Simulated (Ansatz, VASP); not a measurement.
# VN2 in VASP and in Ansatz

INCAR

```
SYSTEM = VN2
ALGO = Normal ; EDIFF = 1E-6
ENCUT = 520 ; GGA = PS
ISIF = 2 ; ISMEAR = 0
LASPH = .True. ; LCHARG = .True.
LELF = .True. ; LREAL = .False.
LVHAR = .True. ; LWAVE = .False.
NBANDS = 32 ; NELM = 100
PREC = Accurate ; SIGMA = 0.15
```

File KPOINTS:

```
k-points
0
Gamma
  16 16 16
  0 0 0
```

POSCAR

```
VN2
1.0
   -2.0770645402      2.0770645402      2.3325173884
    2.0770645402     -2.0770645402      2.3325173884
    2.0770645402      2.0770645402     -2.3325173884
V N
2 4
Direct
    0.2500000000      0.2500000000      0.0000000000
    0.7500000000      0.7500000000      0.0000000000
    0.1142608421      0.6142608421      0.7285216842
    0.6142608421      0.8857391579      0.5000000000
    0.8857391579      0.3857391579      0.2714783159
    0.3857391579      0.1142608421      0.5000000000
```

Input for Ansatz:

```yaml
crystal:
  lattice:
    - [-2.0770645402, 2.0770645402, 2.3325173884]
    - [2.0770645402, -2.0770645402, 2.3325173884]
    - [2.0770645402, 2.0770645402, -2.3325173884]
  atoms:
    - { symbol: V, position: [0.25, 0.25, 0.0] }
    - { symbol: V, position: [0.75, 0.75, 0.0] }
    - { symbol: "N", position: [0.1142608421, 0.6142608421, 0.7285216842] }
    - { symbol: "N", position: [0.6142608421, 0.8857391579, 0.5] }
    - { symbol: "N", position: [0.8857391579, 0.3857391579, 0.2714783159] }
    - { symbol: "N", position: [0.3857391579, 0.1142608421, 0.5] }
basis:
  ecutwfc: 420
kpoints:
  mp_grid: { grid: [16, 16, 16] }
hamiltonian:
  xc: pbesol
scf:
  occupations: { method: gaussian, width: 0.15 }
output:
  forces: true
  stress: true
  eigenvalues: true
```

Change from the starting cell: strain -0.025 along x and y, -0.050 along z, atoms carried along.

Alike in both runs: task single point; functional PBEsol; k mesh 16 × 16 × 16; occupations gaussian, width 0.15 eV; no spin polarisation.

|  | VASP | Ansatz |
| --- | --- | --- |
| version | VASP 6.6.1 | Ansatz 0.2.0 |
| potentials or method | VASP PAW PBE potentials, release 64 (V_sv, N), cutoff 520 eV | scalar-relativistic, plane waves, PAW |
| valence electrons in the cell | 46 | 46 |

Ansatz gave:

| Property | Result |
| --- | --- |
| gap on the k mesh at the Fermi level (eV) | none |
| pressure (GPa) | 44.8 |
| traceless stress, the component that is largest in VASP (GPa) | 7.84 |
| rms of the force components (eV/Å) | 0.332 |

**Question.** Which values does VASP return?

**Answer.** gap on the k mesh at the Fermi level (eV): none; pressure (GPa): 46.2; traceless stress, the component that is largest in VASP (GPa): 7.52; rms of the force components (eV/Å): 0.373.

VASP's potentials were made for PBE, not for PBEsol. Atom by atom the forces differ by 0.041 eV/Å (rms over components). A gap of «none» marks a metal or a gap that the smearing closes. Both programs put the cell under a high pressure, so it lies far from rest at this level. With one functional, cell and mesh, what is left measures potentials, basis and numerics.
